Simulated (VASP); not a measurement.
# Mg2SiN2 (P4/mbm) in VASP: relaxation of cell and atoms with PBE

Aim: the relaxation of cell and atoms of Mg2SiN2 with PBE.

Program: VASP 6.6.1. These are calculated values, not measurements. Logs are shortened: lines on timing, memory, paths and dates and some standing lists are left out, and cuts for length are marked.

## (1) The cell of the first run

Symmetry: P4/mbm, No. 127, tetragonal system. The conventional cell has a = 5.797 Å, b = 5.797 Å, c = 3.062 Å, α = 90.00°, β = 90.00°, γ = 90.00°. Within 2.8 Å of Mg (site symmetry m2m) lie 6 N at 2.10 to 2.43 Å and 1 Mg at 2.46 Å and 4 Si at 2.69 Å. Within 2.8 Å of Si (site symmetry 4/m) lie 4 N at 2.14 Å and 8 Mg at 2.69 Å. Within 2.9 Å of N (site symmetry m2m) lie 6 Mg at 2.10 to 2.43 Å and 2 Si at 2.14 Å and 1 N at 2.87 Å.

The cell was generated, and may not be a known phase.

## (2) Relaxation of cell and atoms, PBE

INCAR

```
PREC = Accurate ; ENCUT = 600
EDIFF = 1E-6 ; ISMEAR = 0
SIGMA = 0.1 ; LREAL = F
LASPH = T ; NELM = 60
ALGO = Normal ; ISIF = 3
LWAVE = F ; LCHARG = F
GGA = PE ; IBRION = 2
NSW = 100 ; EDIFFG = -0.01
```

KPOINTS

```
regular mesh
0
Gamma
  8 8 12
```

POSCAR

```
Mg2SiN2
1.0
    5.7970824271      0.0000000000      0.0000000000
    0.0000000000      5.7970824271      0.0000000000
    0.0000000000      0.0000000000      3.0621917986
Mg Si N
4 2 4
Direct
    0.1501979318      0.3498020682      0.5000000000
    0.8498020682      0.6501979318      0.5000000000
    0.3498020682      0.8498020682      0.5000000000
    0.6501979318      0.1501979318      0.5000000000
    0.0000000000      0.0000000000      0.0000000000
    0.5000000000      0.5000000000      0.0000000000
    0.1748911822      0.6748911822      0.0000000000
    0.8251088178      0.3251088178      0.0000000000
    0.3251088178      0.1748911822      0.0000000000
    0.6748911822      0.8251088178      0.0000000000
```

Potentials or basis: VASP PAW PBE potentials, release 64 (Mg, Si, N).

Run with:

```bash
> cat potpaw_PBE.64/Mg/POTCAR potpaw_PBE.64/Si/POTCAR potpaw_PBE.64/N/POTCAR > POTCAR
> mpirun -np 1 vasp_std > vasp.out
```

OUTCAR:

```text
PREC = Accurate
   ENCUT = 600
   EDIFF = 1E-6
   ISMEAR = 0
   LREAL = F
   LASPH = T
   NELM = 60
   ISIF = 3
   GGA = PE
   IBRION = 2
   NSW = 100
   EDIFFG = -0.01

 ion  position               nearest neighbor table
   1  0.150  0.350  0.500-   9 2.10   9 2.10   7 2.43   7 2.43   8 2.43   8 2.43   2 2.46   6 2.69
                             6 2.69   5 2.69   5 2.69   3 3.12   4 3.12   3 3.12   4 3.12
   2  0.850  0.650  0.500-  10 2.10  10 2.10   7 2.43   7 2.43   8 2.43   8 2.43   1 2.46   6 2.69
                             6 2.69   5 2.69   5 2.69   3 3.12   4 3.12   4 3.12   3 3.12
   3  0.350  0.850  0.500-   7 2.10   7 2.10  10 2.43   9 2.43   9 2.43  10 2.43   4 2.46   6 2.69
                             6 2.69   5 2.69   5 2.69   2 3.12   1 3.12   1 3.12   2 3.12
   4  0.650  0.150  0.500-   8 2.10   8 2.10  10 2.43   9 2.43   9 2.43  10 2.43   3 2.46   6 2.69
                             6 2.69   5 2.69   5 2.69   2 3.12   1 3.12   2 3.12   1 3.12
   5  0.000  0.000  0.000-   7 2.14   8 2.14   9 2.14  10 2.14   1 2.69   2 2.69   3 2.69   4 2.69
                             1 2.69   2 2.69   3 2.69   4 2.69
   6  0.500  0.500  0.000-   7 2.14   8 2.14   9 2.14  10 2.14   1 2.69   2 2.69   3 2.69   4 2.69
                             1 2.69   2 2.69   3 2.69   4 2.69
   7  0.175  0.675  0.000-   3 2.10   3 2.10   6 2.14   5 2.14   1 2.43   1 2.43   2 2.43   2 2.43

   8  0.825  0.325  0.000-   4 2.10   4 2.10   6 2.14   5 2.14   1 2.43   1 2.43   2 2.43   2 2.43

   9  0.325  0.175  0.000-   1 2.10   1 2.10   6 2.14   5 2.14   4 2.43   3 2.43   3 2.43   4 2.43

  10  0.675  0.825  0.000-   2 2.10   2 2.10   6 2.14   5 2.14   4 2.43   3 2.43   3 2.43   4 2.43

  LATTYP: Found a simple tetragonal cell.
 ALAT       =     5.7970824271
 C/A-ratio  =     0.5282298186

  Lattice vectors:

 A1 = (   5.7970824271,   0.0000000000,   0.0000000000)
 A2 = (   0.0000000000,   5.7970824271,   0.0000000000)
 A3 = (   0.0000000000,   0.0000000000,   3.0621917986)

Analysis of symmetry for initial positions (statically):
=====================================================================
 Subroutine PRICEL returns:
 Original cell was already a primitive cell.

 Routine SETGRP: Setting up the symmetry group for a
 simple tetragonal supercell.

 Subroutine GETGRP returns: Found 16 space group operations
 (whereof  8 operations were pure point group operations)
 out of a pool of 16 trial point group operations.

The static configuration has the point symmetry C_4h.
 The point group associated with its full space group is D_4h.

Analysis of symmetry for dynamics (positions and initial velocities):
=====================================================================
 Subroutine PRICEL returns:
 Original cell was already a primitive cell.

 Routine SETGRP: Setting up the symmetry group for a
 simple tetragonal supercell.

 Subroutine GETGRP returns: Found 16 space group operations
 (whereof  8 operations were pure point group operations)
 out of a pool of 16 trial point group operations.

The dynamic configuration has the point symmetry C_4h.
 The point group associated with its full space group is D_4h.

 Subroutine INISYM returns: Found 16 space group operations
 (whereof  8 operations are pure point group operations),
 and found     1 'primitive' translations

----------------------------------------------------------------------------------------

                                     Primitive cell

  volume of cell :     102.9085

  direct lattice vectors                    reciprocal lattice vectors
     5.797082427  0.000000000  0.000000000     0.172500566  0.000000000  0.000000000
     0.000000000  5.797082427  0.000000000     0.000000000  0.172500566  0.000000000
     0.000000000  0.000000000  3.062191799     0.000000000  0.000000000  0.326563477

  length of vectors
     5.797082427  5.797082427  3.062191799     0.172500566  0.172500566  0.326563477

  position of ions in fractional coordinates (direct lattice)
     0.150197932  0.349802068  0.500000000
     0.849802068  0.650197932  0.500000000
     0.349802068  0.849802068  0.500000000
     0.650197932  0.150197932  0.500000000
     0.000000000  0.000000000  0.000000000
     0.500000000  0.500000000  0.000000000
     0.174891182  0.674891182  0.000000000
     0.825108818  0.325108818  0.000000000
     0.325108818  0.174891182  0.000000000
     0.674891182  0.825108818  0.000000000

  ion indices of the primitive-cell ions
   primitive index   ion index
                 1           1
                 2           2
                 3           3
                 4           4
                 5           5
                 6           6
                 7           7
                 8           8
                 9           9
                10          10

----------------------------------------------------------------------------------------

 KPOINTS: regular mesh

Automatic generation of k-mesh.
 Grid dimensions read from file:
 generate k-points for:    8    8   12

 Generating k-lattice:

  Cartesian coordinates                     Fractional coordinates (reciprocal lattice)
     0.021562571  0.000000000  0.000000000     0.125000000  0.000000000  0.000000000
     0.000000000  0.021562571  0.000000000     0.000000000  0.125000000  0.000000000
     0.000000000  0.000000000  0.027213623     0.000000000  0.000000000  0.083333333

  Length of vectors
     0.021562571  0.021562571  0.027213623

  Shift w.r.t. Gamma in fractional coordinates (k-lattice)
     0.000000000  0.000000000  0.000000000

 Subroutine IBZKPT returns following result:
 ===========================================

 Found    105 irreducible k-points:

 Following reciprocal coordinates:
            Coordinates               Weight
  0.000000  0.000000  0.000000      1.000000
  0.125000  0.000000  0.000000      4.000000
  0.250000  0.000000  0.000000      4.000000
  0.375000  0.000000  0.000000      4.000000
  0.500000  0.000000  0.000000      2.000000
  0.125000  0.125000  0.000000      4.000000
[... 16 lines left out ...]
  0.375000  0.125000  0.083333     16.000000
  0.500000  0.125000  0.083333      8.000000
 [... further k-points ...]
   k-points           NKPTS =    105   k-points in BZ     NKDIM =    105   number of bands    NBANDS=     24
   number of dos      NEDOS =    301   number of ions     NIONS =     10
   total plane-waves  NPLWV =  55296
   dimension x,y,z NGX =    48 NGY =   48 NGZ =   24
   dimension x,y,z NGXF=    96 NGYF=   96 NGZF=   48
   ions per type =               4   2   4
   NGX,Y,Z   is equivalent  to a cutoff of  13.77, 13.77, 13.03 a.u.
   NGXF,Y,Z  is equivalent  to a cutoff of  27.53, 27.53, 26.06 a.u.
 SYSTEM =  unknown system
   PREC   = accura    normal or accurate (medium, high low for compatibility)
   ISTART =      0    job   : 0-new  1-cont  2-samecut
   ICHARG =      2    charge: 1-file 2-atom 10-const
   ISPIN  =      1    spin polarized calculation?
   LNONCOLLINEAR =      F non collinear calculations
   LSORBIT =      F    spin-orbit coupling
   LASPH  =      T    aspherical Exc in radial PAW
   ENCUT  =  600.0 eV  44.10 Ry    6.64 a.u.  11.58 11.58  6.12*2*pi/ulx,y,z
   NELM   =     60;   NELMIN=  2; NELMDL= -5     # of ELM steps
   EDIFF  = 0.1E-05   stopping-criterion for ELM
   LREAL  =      F    real-space projection
   EDIFFG = -.1E-01   stopping-criterion for IOM
   NSW    =    100    number of steps for IOM
   IBRION =      2    ionic relax: 0-MD 1-quasi-New 2-CG
   NFREE  =      1    steps in history (QN), initial steepest desc. (CG)
   ISIF   =      3    stress and relaxation
   ISYM   =      2    0-nonsym 1-usesym 2-fastsym
   POTIM  = 0.5000    time-step for ionic-motion
   TEBEG  =    0.0;   TEEND  =   0.0 temperature during run
   PSTRESS=    0.0 pullay stress
   NELECT =      36.0000    total number of electrons
   NUPDOWN=      -1.0000    fix difference up-down
   EMIN   =  10.00;   EMAX   =-10.00  energy-range for DOS
   EFERMI =   0.00;   METHOD = LEGACY
   ISMEAR =     0;   SIGMA  =   0.10  broadening in eV -4-tet -1-fermi 0-gaus
   EFERMI_NEDOS =   21; number of points for ismear=-14 and -15
   IALGO  =     38    algorithm
   IMIX   =      4    mixing-type and parameters
     AMIX     =   0.40;   BMIX     =  1.00
     AMIX_MAG =   1.60;   BMIX_MAG =  1.00
  volume/ion in A,a.u.               =      10.29        69.45
  Fermi-wavevector in a.u.,A,eV,Ry     =   1.153520  2.179837 18.104034  1.330609
  Thomas-Fermi vector in A             =   2.290164
   LORBIT       =      0    0 simple, 1 ext, 2 COOP (PROOUT), +10 PAW based schemes
   GGA     = PE    functional components
   LHFCALC =     F    Hartree Fock is set to
   AEXX    =    0.0000 exact exchange contribution
   IVDW    =     0    specifies the selected vdW correction
   LEPSILON=     F    determine dielectric tensor
   LRPA    =     F    only Hartree local field effects (RPA)
 conjugate gradient relaxation of ions
 non-spin polarized calculation
 Gauss-broadening in eV      SIGMA  =   0.10
  energy-cutoff  :      600.00
  volume of cell :      102.91
 maximum number of plane-waves:      3476
 NGX is ok and might be reduce to    48
   NGX = 23   NGY = 23   NGZ = 13

--------------------------------------- Ionic step        1  -------------------------------------------

 number of electron      36.0000002 magnetization

 Free energy of the ion-electron system (eV)
  ---------------------------------------------------
  ext. energy  EPLUGINS =         0.00000000
  ---------------------------------------------------
  free energy    TOTEN  =       -51.54798100 eV

  energy without entropy =      -51.54615425  energy(sigma->0) =      -51.54706762

------------------------ aborting loop because EDIFF is reached ----------------------------------------

  FORCE on cell =-STRESS in cart. coord.  units (eV):
  Direction    XX          YY          ZZ          XY          YZ          ZX
  --------------------------------------------------------------------------------------
  -------------------------------------------------------------------------------------
  Total        0.0514565      0.0514565     -0.3084300      0.0000000     -0.0000000      0.0000000
  in kB        0.8011237      0.8011237     -4.8019301      0.0000000     -0.0000000      0.0000000
  external PRESSURE =      -1.0665609 kB  Pullay stress =       0.0000000 kB
[... 117 lines left out ...]
  energy  without entropy=      -51.5466117800  energy(sigma->0) =      -51.54752012

--------------------------------------- Ionic step        4  -------------------------------------------

 number of electron      36.0000003 magnetization

 Free energy of the ion-electron system (eV)
  ---------------------------------------------------
  ext. energy  EPLUGINS =         0.00000000
  ---------------------------------------------------
  free energy    TOTEN  =       -51.54852877 eV

  energy without entropy =      -51.54672420  energy(sigma->0) =      -51.54762648

 E-fermi :   7.6357     XC(G=0): -11.3050

 val. band max:        7.6098371304   @ k =   0.1250   0.1250   0.4167
 cond. band min:       7.6847129478   @ k =   0.2500   0.0000   0.5000
 fundamental gap:      0.0748758174
 Fermi energy:         7.6357019961

 k-point     1 :       0.0000    0.0000    0.0000
  band No.  band energies     occupation
      1      -9.1000      2.00000
      2      -7.1944      2.00000
      3      -7.1944      2.00000
      4      -6.5643      2.00000
      5      -3.3546      2.00000
      6       0.5921      2.00000
[... 637 lines left out ...]
     23      12.3347      0.00000
     24      12.3347      0.00000

 [... further k-points ...]

------------------------ aborting loop because EDIFF is reached ----------------------------------------

  FORCE on cell =-STRESS in cart. coord.  units (eV):
  Direction    XX          YY          ZZ          XY          YZ          ZX
  --------------------------------------------------------------------------------------
  -------------------------------------------------------------------------------------
  Total       -0.0252502     -0.0252502     -0.0144116      0.0000000      0.0000000      0.0000000
  in kB       -0.3934656     -0.3934656     -0.2245715      0.0000000      0.0000000      0.0000000
  external PRESSURE =      -0.3371675 kB  Pullay stress =       0.0000000 kB
[... 25 lines left out ...]
  FREE ENERGIE OF THE ION-ELECTRON SYSTEM (eV)
  ---------------------------------------------------
  free  energy   TOTEN  =       -51.5485287669 eV

  energy  without entropy=      -51.5467242030  energy(sigma->0) =      -51.54762648

 reached required accuracy - stopping structural energy minimisation
```

Wall time 5 min (1 thread of Intel Xeon 6975P-C (Granite Rapids), shared host); peak memory 0.42 GiB.

Results:

| Item | Value |
| --- | --- |
| Free energy | -51.5485 eV |
| Relaxed volume | 10.28 Å³/atom |
| Relaxed cell | a = 5.801 Å, b = 5.801 Å, c = 3.055 Å, α = 90.00°, β = 90.00°, γ = 90.00° |
| Space group after relaxing (to 0.1 Å) | P4/mbm (No. 127) |
| Energy gained by relaxing | 0.1 meV/atom |
| Ionic steps | 4 |
| Pressure after relaxing | 0.0 GPa |
| Band gap on the k mesh | zero (bands 18 and 19 overlap by 1.55 eV) |

Forces on the atoms (eV/Å):
```
Mg  -0.001  0.001  0.000
Mg   0.001 -0.001  0.000
Mg   0.001  0.001  0.000
Mg  -0.001 -0.001  0.000
Si   0.000  0.000  0.000
Si   0.000  0.000  0.000
N    0.001  0.001  0.000
N   -0.001 -0.001  0.000
N   -0.001  0.001  0.000
N    0.001 -0.001  0.000
```

Step by step:
```
step  energy change (eV)  largest force (eV/Å)  pressure (GPa)  volume (Å³)
   1              0.0000                0.0274           -0.11       102.91
   2             -0.0004                0.0206            0.03       102.81
   3             -0.0004                0.0213            0.08       102.76
   4             -0.0005                0.0021           -0.03       102.82
```

Final structure:
```yaml
crystal:
  lattice:
    - [5.80093, 0.00000, 0.00000]
    - [0.00000, 5.80093, 0.00000]
    - [0.00000, 0.00000, 3.05543]
  atoms:
    - { symbol: Mg, position: [0.15008, 0.34992, 0.50000] }
    - { symbol: Mg, position: [0.84992, 0.65008, 0.50000] }
    - { symbol: Mg, position: [0.34992, 0.84992, 0.50000] }
    - { symbol: Mg, position: [0.65008, 0.15008, 0.50000] }
    - { symbol: Si, position: [0.00000, 0.00000, 0.00000] }
    - { symbol: Si, position: [0.50000, 0.50000, 0.00000] }
    - { symbol: N, position: [0.17450, 0.67450, 0.00000] }
    - { symbol: N, position: [0.82550, 0.32550, 0.00000] }
    - { symbol: N, position: [0.32550, 0.17450, 0.00000] }
    - { symbol: N, position: [0.67450, 0.82550, 0.00000] }
```

Levels at points of the mesh, in eV from the Fermi level:
```csv
k point,band 15,band 16,band 17,band 18,band 19,band 20,band 21,band 22
"(0.00, 0.00, 0.00)",-1.73,-1.73,-1.53,0.86,1.92,1.92,3.37,3.69
"(0.50, 0.00, 0.00)",-1.60,-1.60,-1.13,-1.13,3.56,3.56,4.08,4.08
"(0.50, 0.50, 0.00)",-2.00,-2.00,-0.83,-0.83,2.15,2.15,4.64,4.64
"(0.00, 0.00, 0.50)",-2.36,-1.40,-1.40,-0.85,-0.69,2.42,2.42,3.12
"(0.50, 0.00, 0.50)",-2.59,-2.59,-2.13,-2.13,0.89,0.89,3.32,3.32
"(0.50, 0.50, 0.50)",-2.12,-2.12,-1.71,-1.71,1.28,1.28,3.34,3.34
```

The gap in the log of VASP goes by the Fermi energy; the results here count the filled bands.